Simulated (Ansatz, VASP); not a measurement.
## One calculation of Ga3PN2, two programs

The input INCAR:

```
SYSTEM = Ga3PN2
ALGO = Normal
EDIFF = 1E-6
ENCUT = 520
GGA = PE
ISIF = 2
ISMEAR = -1
LASPH = .TRUE.
LCHARG = .FALSE.
LREAL = .FALSE.
LWAVE = .FALSE.
NBANDS = 36
NELM = 60
PREC = Accurate
SIGMA = 0.02
```

The input KPOINTS:

```
k-points
0
G
  10 10 10
  0 0 0
```

POSCAR

```
Ga3PN2
1.0
   -1.7010283552      5.1243591648      2.3942792778
    1.7010283552     -5.1243591648      2.3942792778
    1.7010283552      5.1243591648     -2.3942792778
N Ga P
2 3 1
Direct
    0.3269844981     -0.0008350776      0.3278195757
    0.6713453468     -0.0008350776      0.6721804243
    0.5358976786      0.7222547296      0.8136429490
    0.9086117806      0.7222547296      0.1863570510
    0.3104591877      0.8104591877      0.5000000000
   -0.0032984918     -0.0032984918      0.0000000000
```

Input for Ansatz:

```yaml
crystal:
  lattice:
    - [-1.7010283552, 5.1243591648, 2.3942792778]
    - [1.7010283552, -5.1243591648, 2.3942792778]
    - [1.7010283552, 5.1243591648, -2.3942792778]
  atoms:
    - { symbol: "N", position: [0.3269844981, -0.0008350776, 0.3278195757] }
    - { symbol: Ga, position: [0.5358976786, 0.7222547296, 0.813642949] }
    - { symbol: "N", position: [0.6713453468, -0.0008350776, 0.6721804243] }
    - { symbol: Ga, position: [0.9086117806, 0.7222547296, 0.186357051] }
    - { symbol: P, position: [-0.0032984918, -0.0032984918, 0.0] }
    - { symbol: Ga, position: [0.3104591877, 0.8104591877, 0.5] }
kpoints:
  mp_grid: { grid: [10, 10, 10] }
  band_path:
    path:
      - [[0.0, 0.0, 0.0], [0.5, -0.5, 0.5], [0.2775476141592, -0.2775476141592, 0.7224523858408]]
      - [[-0.2775476141592, 0.2775476141592, 0.2775476141592], [0.0, 0.0, 0.0], [0.304577105462, 0.304577105462, -0.304577105462]]
      - [[0.695422894538, -0.304577105462, 0.304577105462], [0.5, -0.5, 0.5]]
      - [[0.0, 0.0, 0.0], [-9.840244183084e-18, 0.5, 9.840244183084e-18], [0.25, 0.25, 0.25], [0.5, 2.549925227762e-17, -2.549925227762e-17], [0.0, 0.0, 0.0], [-4.583807135717e-17, 4.583807135717e-17, 0.5], [0.25, 0.25, 0.25]]
    npoints: 10
hamiltonian:
  xc: pbe
scf:
  occupations: { method: fermi_dirac, width: 0.02 }
  n_extra_bands: 5
output:
  forces: true
  stress: true
  eigenvalues: true
  write_density: true
  write_potential: true
  elf: true
  volumetric_format: npy
```

Alike in both runs: task single point; functional PBE; k mesh 10 × 10 × 10; occupations fermi-dirac, width 0.02 eV; no spin polarisation.

```csv
,VASP,Ansatz
version,VASP 6.6.1,Ansatz 0.2.0
potentials or method,"VASP PAW PBE potentials, release 64 (N, Ga_d, P)","plane waves, PAW"
plane-wave cutoff (eV),520,420
valence electrons in the cell,54,54
```

```tsv
	VASP	Ansatz	Ansatz less VASP
pressure (GPa)	4.4	4.4	-0.02
rms of the force components (eV/Å)	0.023	0.025	+0.0020
```

With one functional, cell and mesh, what is left measures potentials, basis and numerics.
